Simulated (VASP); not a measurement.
# BeCd3S4: single point with PBE

BeCd3S4:

```
CELL_PARAMETERS angstrom
5.65169 0.00000 0.00000
0.00000 5.65169 0.00000
0.00000 0.00000 5.65169
ATOMIC_POSITIONS crystal
Be 0.00000 0.00000 0.00000
Cd 0.50000 0.00000 0.50000
Cd 0.00000 0.50000 0.50000
Cd 0.50000 0.50000 0.00000
S 0.77920 0.77920 0.22080
S 0.77920 0.22080 0.77920
S 0.22080 0.77920 0.77920
S 0.22080 0.22080 0.22080
```

* Program: VASP 6.6.1
* Task: single point
* Functional: PBE
* Potentials or basis: VASP PAW PBE potentials, release 64 (Be, Cd, S)
* Cutoff: 600 eV
* k mesh: 4 × 4 × 4
* Occupations: gaussian, width 0.1 eV
* Spin: no spin polarisation

| Property | Result |
| --- | --- |
| Pressure | 0.2 GPa |
| Largest force | 0.032 eV/Å |
| Band gap on the k mesh | 1.65 eV (least direct gap 1.69 eV) |

Forces in eV/Å, atoms in the order of the input:
```
Be   0.000  0.000  0.000
Cd   0.000  0.000  0.000
Cd   0.000  0.000  0.000
Cd   0.000  0.000  0.000
S    0.019  0.019 -0.019
S    0.019 -0.019  0.019
S   -0.019  0.019  0.019
S   -0.019 -0.019 -0.019
```

Levels at points of the mesh, in eV from the valence-band top:
```tsv
k point	band 27	band 28	band 29	band 30	band 31	band 32	band 33	band 34	band 35	band 36
(0.00, 0.00, 0.00)	-1.56	-1.56	-0.04	-0.04	-0.04	1.65	3.68	3.68	3.68	3.91
(0.50, 0.00, 0.00)	-1.97	-1.15	-1.15	-0.57	-0.57	3.69	3.69	4.81	5.06	5.48
(0.50, 0.50, 0.00)	-1.54	-0.91	-0.91	-0.91	0.00	3.44	4.69	4.69	4.96	5.47
(0.50, 0.50, 0.50)	-0.46	-0.46	-0.46	-0.38	-0.38	3.07	3.07	3.07	3.34	6.39
```

Run time: 86 s on 1 thread of Intel(R) Xeon(R) Platinum 8488C (Sapphire Rapids), with other jobs on the host, peak memory 0.35 GiB.

A k mesh can miss the band edges.
